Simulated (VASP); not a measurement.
# Y8CO in VASP: further runs

Y8CO is run at these levels: PBE; tasks: single point.

Everything below comes from runs of VASP 6.6.1. Logs are shortened: lines on timing, memory, paths and dates and some standing lists are left out, and cuts for length are marked.

**1. The cell of the first run**

The cell holds a slab with vacuum, 10 atoms: a = 7.313 Å, b = 5.674 Å, c = 21.998 Å, α = 90.00°, β = 90.00°, γ = 90.00°.

**2. Single point, PBE**

The input, INCAR:

```
SYSTEM = Y8CO
ALGO = Normal ; DIPOL = 0.5 0.5 0.330
EDIFF = 1E-6 ; ENCUT = 520
GGA = PE ; IDIPOL = 3
ISIF = 2 ; ISMEAR = 0
LASPH = .TRUE. ; LCHARG = .FALSE.
LDIPOL = .TRUE. ; LREAL = .FALSE.
LWAVE = .FALSE. ; NBANDS = 60
NELM = 80 ; PREC = Accurate
SIGMA = 0.1
```

The input, KPOINTS:

```
k-points
0
G
  4 5 1
  0 0 0
```

The input, POSCAR:

```
Y8CO
1.0
    7.3129608291      0.0000000000      0.0000000000
    0.0000000000      5.6740148963      0.0000000000
    0.0000000000      0.0000000000     21.9980757826
Y C O
8 1 1
Direct
    0.0000000000      0.7500000000      0.1818340858
    0.5000000000      0.7500000000      0.1818340858
    0.2500000000      0.2500000000      0.2298171451
    0.7500000000      0.2500000000      0.2298171451
    0.2500000000      0.7500000000      0.3130925676
    0.7500000000      0.7500000000      0.3130925676
    0.0000000000      0.2500000000      0.3635806996
    0.5000000000      0.2500000000      0.3635806996
    0.5000000000      0.2500000000      0.5413235185
    0.5429621171      0.3359242343      0.5869906704
```

Potentials or basis: VASP PAW PBE potentials, release 64 (Y_sv, C, O).

Run with:

```
$ cat potpaw_PBE.64/Y_sv/POTCAR potpaw_PBE.64/C/POTCAR potpaw_PBE.64/O/POTCAR > POTCAR
$ mpirun -np 1 vasp_std > vasp.out
```

OUTCAR:

```text
SYSTEM = Y8CO
   EDIFF = 1E-6
   ENCUT = 520
   GGA = PE
   ISIF = 2
   ISMEAR = 0
   LASPH = .TRUE.
   LREAL = .FALSE.
   NELM = 80
   PREC = Accurate

 ion  position               nearest neighbor table
   1  0.000  0.750  0.182-   5 3.42   6 3.42   3 3.54   4 3.54   3 3.54   4 3.54   2 3.66   2 3.66

   2  0.500  0.750  0.182-   5 3.42   6 3.42   3 3.54   4 3.54   3 3.54   4 3.54   1 3.66   1 3.66

   3  0.250  0.250  0.230-   5 3.38   5 3.38   8 3.46   7 3.46   1 3.54   1 3.54   2 3.54   2 3.54
                             4 3.66   4 3.66
   4  0.750  0.250  0.230-   6 3.38   6 3.38   8 3.46   7 3.46   1 3.54   1 3.54   2 3.54   2 3.54
                             3 3.66   3 3.66
   5  0.250  0.750  0.313-   3 3.38   3 3.38   1 3.42   2 3.42   8 3.55   7 3.55   7 3.55   8 3.55
                             6 3.66   6 3.66
   6  0.750  0.750  0.313-   4 3.38   4 3.38   1 3.42   2 3.42   8 3.55   7 3.55   7 3.55   8 3.55
                             5 3.66   5 3.66
   7  0.000  0.250  0.364-   3 3.46   4 3.46   5 3.55   6 3.55   5 3.55   6 3.55   8 3.66   8 3.66

   8  0.500  0.250  0.364-   3 3.46   4 3.46   5 3.55   6 3.55   5 3.55   6 3.55   7 3.66   7 3.66

   9  0.500  0.250  0.541-  10 1.16
  10  0.543  0.336  0.587-   9 1.16

  LATTYP: Found a simple orthorhombic cell.
 ALAT       =     5.6740148963
 B/A-ratio  =     1.2888511861
 C/A-ratio  =     3.8769859059

  Lattice vectors:

 A1 = (   0.0000000000,  -5.6740148963,   0.0000000000)
 A2 = (   7.3129608291,   0.0000000000,   0.0000000000)
 A3 = (   0.0000000000,   0.0000000000,  21.9980757826)

Analysis of symmetry for initial positions (statically):
=====================================================================
 Subroutine PRICEL returns:
 Original cell was already a primitive cell.

 Routine SETGRP: Setting up the symmetry group for a
 simple orthorhombic supercell.

 Subroutine GETGRP returns: Found  1 space group operations
 (whereof  1 operations were pure point group operations)
 out of a pool of  8 trial point group operations.

The static configuration has the point symmetry C_1 .

Analysis of symmetry for dynamics (positions and initial velocities):
=====================================================================
 Subroutine PRICEL returns:
 Original cell was already a primitive cell.

 Routine SETGRP: Setting up the symmetry group for a
 simple orthorhombic supercell.

 Subroutine GETGRP returns: Found  1 space group operations
 (whereof  1 operations were pure point group operations)
[... 120 lines left out ...]
   EFERMI_NEDOS =   21; number of points for ismear=-14 and -15
   IALGO  =     38    algorithm
   IMIX   =      4    mixing-type and parameters
     AMIX     =   0.40;   BMIX     =  1.00
     AMIX_MAG =   1.60;   BMIX_MAG =  1.00
  volume/ion in A,a.u.               =      91.28       615.98
  Fermi-wavevector in a.u.,A,eV,Ry     =   0.778086  1.470369  8.237201  0.605417
  Thomas-Fermi vector in A             =   1.880908
   LORBIT       =      0    0 simple, 1 ext, 2 COOP (PROOUT), +10 PAW based schemes
   GGA     = PE    functional components
   LHFCALC =     F    Hartree Fock is set to
   AEXX    =    0.0000 exact exchange contribution
   IVDW    =     0    specifies the selected vdW correction
   LEPSILON=     F    determine dielectric tensor
   LRPA    =     F    only Hartree local field effects (RPA)
 non-spin polarized calculation
 Gauss-broadening in eV      SIGMA  =   0.10
  energy-cutoff  :      520.00
  volume of cell :      912.78
 maximum number of plane-waves:     24639
   NGX = 27   NGY = 21   NGZ = 81

 dipolmoment           0.000000      0.000000     -0.003529 electrons x Angstroem

 number of electron      97.9999994 magnetization

 dipolmoment           0.000000      0.000000      0.029812 electrons x Angstroem

 Free energy of the ion-electron system (eV)
  ---------------------------------------------------
  ext. energy  EPLUGINS =         0.00000000
  ---------------------------------------------------
  free energy    TOTEN  =       -61.62454395 eV

  energy without entropy =      -61.55281836  energy(sigma->0) =      -61.58868116

 E-fermi :  -1.1737     XC(G=0):  -3.9277

 val. band max:       -1.1759282464   @ k =   0.2500   0.4000   0.0000
 cond. band min:      -1.1607071052   @ k =   0.0000   0.0000   0.0000
 fundamental gap:      0.0152211412
 Fermi energy:        -1.1736539602

 k-point     1 :       0.0000    0.0000    0.0000
  band No.  band energies     occupation
      1     -44.4319      2.00000
      2     -44.4019      2.00000
      3     -44.3755      2.00000
      4     -44.3574      2.00000
      5     -43.8169      2.00000
      6     -43.8027      2.00000
[... 682 lines left out ...]
     59      -0.3010      0.00000
     60      -0.1941      0.00000

------------------------ aborting loop because EDIFF is reached ----------------------------------------

 vacuum level on the upper side and lower side of the slab       (xc-potential included)        -0.037        -0.193

  FORCE on cell =-STRESS in cart. coord.  units (eV):
  Direction    XX          YY          ZZ          XY          YZ          ZX
  --------------------------------------------------------------------------------------
  -------------------------------------------------------------------------------------
  Total       -1.6162867     -3.5316823     -1.9088265     -0.2130474     -0.5585841     -0.4072809
  in kB       -2.8370081     -6.1990309     -3.3504924     -0.3739542     -0.9804620     -0.7148850
  external PRESSURE =      -4.1288438 kB  Pullay stress =       0.0000000 kB

 VOLUME and BASIS-vectors are now :
 -----------------------------------------------------------------------------
  energy-cutoff  :      520.00
  volume of cell :      912.78
      direct lattice vectors                 reciprocal lattice vectors
     7.312960829  0.000000000  0.000000000     0.136743519  0.000000000  0.000000000
     0.000000000  5.674014896  0.000000000     0.000000000  0.176242047  0.000000000
     0.000000000  0.000000000 21.998075783     0.000000000  0.000000000  0.045458521

 POSITION                                       TOTAL-FORCE (eV/Angst)
 -----------------------------------------------------------------------------------
      0.00000      4.25551      4.00000         0.003968      0.002437     -0.150909
      3.65648      4.25551      4.00000        -0.003672     -0.005075     -0.152491
      1.82824      1.41850      5.05553        -0.002354      0.003557      0.191922
      5.48472      1.41850      5.05553         0.003470      0.002506      0.189285
      1.82824      4.25551      6.88743         0.009958     -0.006019     -0.023847
      5.48472      4.25551      6.88743        -0.007679     -0.001283     -0.007926
      0.00000      1.41850      7.99808        -0.012367      0.000590     -0.022699
      3.65648      1.41850      7.99808        -0.001414     -0.033704      0.137658
      3.65648      1.41850     11.90808         0.446913      0.731805      1.176229
      3.97066      1.90604     12.91267        -0.436822     -0.694814     -1.337222
 -----------------------------------------------------------------------------------
    total drift:                               -0.000267      0.000372     -0.000663

  FREE ENERGIE OF THE ION-ELECTRON SYSTEM (eV)
  ---------------------------------------------------
  free  energy   TOTEN  =       -61.6245439533 eV

  energy  without entropy=      -61.5528183573  energy(sigma->0) =      -61.58868116

 vacuum level on the upper side and lower side of the slab         2.096         1.925
```

OSZICAR:

```text
N       E                     dE             d eps       ncg     rms          rms(c)
DAV:   1     0.551039166544E+03    0.55104E+03   -0.46095E+04  1728   0.132E+03
DAV:   2     0.231897805499E+02   -0.52785E+03   -0.51313E+03  1556   0.319E+02
DAV:   3    -0.538639955647E+02   -0.77054E+02   -0.75570E+02  1804   0.709E+01
[... 19 lines left out ...]
DAV:  23    -0.616245245352E+02   -0.45367E-05   -0.10996E-06  1128   0.282E-03    0.369E-03
DAV:  24    -0.616245369018E+02   -0.12367E-04   -0.11195E-06  1176   0.279E-03    0.226E-03
DAV:  25    -0.616245406567E+02   -0.37548E-05   -0.34702E-07  1056   0.155E-03    0.113E-03
DAV:  26    -0.616245429387E+02   -0.22820E-05   -0.21918E-07  1048   0.107E-03    0.499E-04
DAV:  27    -0.616245439657E+02   -0.10270E-05   -0.14855E-07  1048   0.775E-04    0.389E-04
DAV:  28    -0.616245439533E+02    0.12400E-07   -0.51242E-08   944   0.537E-04
   1 F= -.61624544E+02 E0= -.61588681E+02  d E =-.717256E-01
```

stdout:

```text
POSCAR found type information on POSCAR Y C O
 POSCAR found :  3 types and      10 ions
 scaLAPACK will be used
 LDA part: xc-table for (Slater+PW92), standard interpolation
 POSCAR, INCAR and KPOINTS ok, starting setup
 FFT: planning ... GRIDC
 FFT: planning ... GRID_SOFT
 FFT: planning ... GRID
 WAVECAR not read
 entering main loop
```

Wall time 17 min (1 thread of Intel Xeon 6975P-C (Granite Rapids), shared host); peak memory 1 GiB.

What came out:

* Free energy: -61.6245 eV
* Largest force: 1.569 eV/Å
* Band gap on the k mesh: zero (bands 49 and 50 overlap by 0.14 eV)

Forces in eV/Å, atoms in the order of the input:
```
Y    0.004  0.002 -0.151
Y   -0.004 -0.005 -0.152
Y   -0.002  0.004  0.192
Y    0.003  0.003  0.189
Y    0.010 -0.006 -0.024
Y   -0.008 -0.001 -0.008
Y   -0.012  0.001 -0.023
Y   -0.001 -0.034  0.138
C    0.447  0.732  1.176
O   -0.437 -0.695 -1.337
```

**3. Single point, PBE**

The input, INCAR:

```
SYSTEM = Y8CO
  ALGO = Normal
  DIPOL = 0.5 0.5 0.316
  EDIFF = 1E-6
  ENCUT = 520
  GGA = PE
  IDIPOL = 3
  ISIF = 2
  ISMEAR = 0
  LASPH = .True.
  LCHARG = .False.
  LDIPOL = .True.
  LREAL = .False.
  LWAVE = .False.
  NBANDS = 60
  NELM = 80
  PREC = Accurate
  SIGMA = 0.1
```

The input, KPOINTS:

```
k-points
0
Gamma
  4 5 1
  0 0 0
```

Changes to POSCAR since step 2:

```diff
@@ -16,3 +16,3 @@
     0.5000000000      0.2500000000      0.3635806996
-    0.5000000000      0.2500000000      0.5413235185
-    0.5429621171      0.3359242343      0.5869906704
+    0.5000000000      0.2500000000      0.4708628102
+    0.5607576087      0.3715152174      0.5081498836
```

Potentials or basis: VASP PAW PBE potentials, release 64 (Y_sv, C, O).

Run with:

```
$ cat potpaw_PBE.64/Y_sv/POTCAR potpaw_PBE.64/C/POTCAR potpaw_PBE.64/O/POTCAR > POTCAR
$ mpirun -np 1 vasp_std > vasp.out
```

OUTCAR:

```text
SYSTEM = Y8CO
   EDIFF = 1E-6
   ENCUT = 520
   GGA = PE
   ISIF = 2
   ISMEAR = 0
   LASPH = .True.
   LREAL = .False.
   NELM = 80
   PREC = Accurate

 ion  position               nearest neighbor table
   1  0.000  0.750  0.182-   5 3.42   6 3.42   3 3.54   4 3.54   3 3.54   4 3.54   2 3.66   2 3.66

   2  0.500  0.750  0.182-   5 3.42   6 3.42   3 3.54   4 3.54   3 3.54   4 3.54   1 3.66   1 3.66

   3  0.250  0.250  0.230-   5 3.38   5 3.38   8 3.46   7 3.46   1 3.54   1 3.54   2 3.54   2 3.54
                             4 3.66   4 3.66
   4  0.750  0.250  0.230-   6 3.38   6 3.38   8 3.46   7 3.46   1 3.54   1 3.54   2 3.54   2 3.54
                             3 3.66   3 3.66
   5  0.250  0.750  0.313-   3 3.38   3 3.38   1 3.42   2 3.42   8 3.55   7 3.55   7 3.55   8 3.55
                             6 3.66   6 3.66
   6  0.750  0.750  0.313-   4 3.38   4 3.38   1 3.42   2 3.42   8 3.55   7 3.55   7 3.55   8 3.55
                             5 3.66   5 3.66
   7  0.000  0.250  0.364-   3 3.46   4 3.46   5 3.55   6 3.55   5 3.55   6 3.55   8 3.66   8 3.66

[... 896 lines left out ...]
------------------------ aborting loop because EDIFF is reached ----------------------------------------

 vacuum level on the upper side and lower side of the slab       (xc-potential included)         0.157        -0.456

  FORCE on cell =-STRESS in cart. coord.  units (eV):
  Direction    XX          YY          ZZ          XY          YZ          ZX
  --------------------------------------------------------------------------------------
  -------------------------------------------------------------------------------------
  Total       -1.6149435     -2.4063808      2.7248994      0.1200419      0.4167411      0.2793618
  in kB       -2.8346504     -4.2238308      4.7829147      0.2107052      0.7314903      0.4903535
  external PRESSURE =      -0.7585222 kB  Pullay stress =       0.0000000 kB

 VOLUME and BASIS-vectors are now :
 -----------------------------------------------------------------------------
  energy-cutoff  :      520.00
  volume of cell :      912.78
      direct lattice vectors                 reciprocal lattice vectors
     7.312960829  0.000000000  0.000000000     0.136743519  0.000000000  0.000000000
     0.000000000  5.674014896  0.000000000     0.000000000  0.176242047  0.000000000
     0.000000000  0.000000000 21.998075783     0.000000000  0.000000000  0.045458521

 POSITION                                       TOTAL-FORCE (eV/Angst)
 -----------------------------------------------------------------------------------
      0.00000      4.25551      4.00000         0.013280      0.020766     -0.132254
      3.65648      4.25551      4.00000        -0.002391     -0.028052     -0.115948
      1.82824      1.41850      5.05553        -0.037781     -0.000602      0.108715
      5.48472      1.41850      5.05553         0.040223      0.021566      0.129506
      1.82824      4.25551      6.88743        -0.019482     -0.014880     -0.001509
      5.48472      4.25551      6.88743         0.039345      0.102416     -0.025589
      0.00000      1.41850      7.99808         0.029394     -0.012371      0.008046
      3.65648      1.41850      7.99808        -0.203657     -0.330775     -0.698417
      3.65648      1.41850     10.35808         0.115434      0.262137     -0.182560
      4.10080      2.10798     11.17832         0.025634     -0.020204      0.910011
 -----------------------------------------------------------------------------------
    total drift:                               -0.000266      0.000784     -0.000147

  FREE ENERGIE OF THE ION-ELECTRON SYSTEM (eV)
  ---------------------------------------------------
  free  energy   TOTEN  =       -61.9798744342 eV

  energy  without entropy=      -61.8989210933  energy(sigma->0) =      -61.93939776

 vacuum level on the upper side and lower side of the slab         2.342         1.711
```

OSZICAR:

```text
N       E                     dE             d eps       ncg     rms          rms(c)
DAV:   1     0.560024878556E+03    0.56002E+03   -0.46177E+04  1728   0.132E+03
DAV:   2     0.236100886399E+02   -0.53641E+03   -0.52251E+03  1556   0.321E+02
DAV:   3    -0.533860882801E+02   -0.76996E+02   -0.75521E+02  1784   0.713E+01
[... 24 lines left out ...]
DAV:  28    -0.619798691373E+02   -0.48226E-05   -0.76431E-07  1032   0.193E-03    0.127E-03
DAV:  29    -0.619798709674E+02   -0.18301E-05   -0.18047E-07   936   0.128E-03    0.134E-03
DAV:  30    -0.619798727956E+02   -0.18281E-05   -0.10969E-07   888   0.844E-04    0.106E-03
DAV:  31    -0.619798743000E+02   -0.15044E-05   -0.11900E-07   896   0.931E-04    0.662E-04
DAV:  32    -0.619798744342E+02   -0.13425E-06   -0.25119E-08   824   0.472E-04
   1 F= -.61979874E+02 E0= -.61939398E+02  d E =-.809533E-01
```

stdout:

```text
POSCAR found type information on POSCAR Y C O
 POSCAR found :  3 types and      10 ions
 scaLAPACK will be used
 LDA part: xc-table for (Slater+PW92), standard interpolation
 POSCAR, INCAR and KPOINTS ok, starting setup
 FFT: planning ... GRIDC
 FFT: planning ... GRID_SOFT
 FFT: planning ... GRID
 WAVECAR not read
 entering main loop
```

It took 21 min on 1 thread of Intel Xeon 6975P-C (Granite Rapids), shared host; peak memory 1 GiB.

What came out:

| Property | Result |
| --- | --- |
| Free energy | -61.9799 eV |
| Largest force | 0.911 eV/Å |
| Band gap on the k mesh | zero (bands 49 and 50 overlap by 0.10 eV) |

Forces in eV/Å, atoms in the order of the input:
```
Y    0.013  0.021 -0.132
Y   -0.002 -0.028 -0.116
Y   -0.038 -0.001  0.109
Y    0.040  0.022  0.130
Y   -0.019 -0.015 -0.002
Y    0.039  0.102 -0.026
Y    0.029 -0.012  0.008
Y   -0.204 -0.331 -0.698
C    0.115  0.262 -0.183
O    0.026 -0.020  0.910
```

Levels at points of the mesh, in eV from the Fermi level:
```
           k point  band 46  band 47  band 48  band 49  band 50  band 51  band 52  band 53
(0.00, 0.00, 0.00)    -0.64    -0.40    -0.33    -0.24     0.04     0.11     0.16     0.42
(0.50, 0.00, 0.00)    -0.45    -0.43    -0.22    -0.13     0.07     0.27     0.34     0.35
```
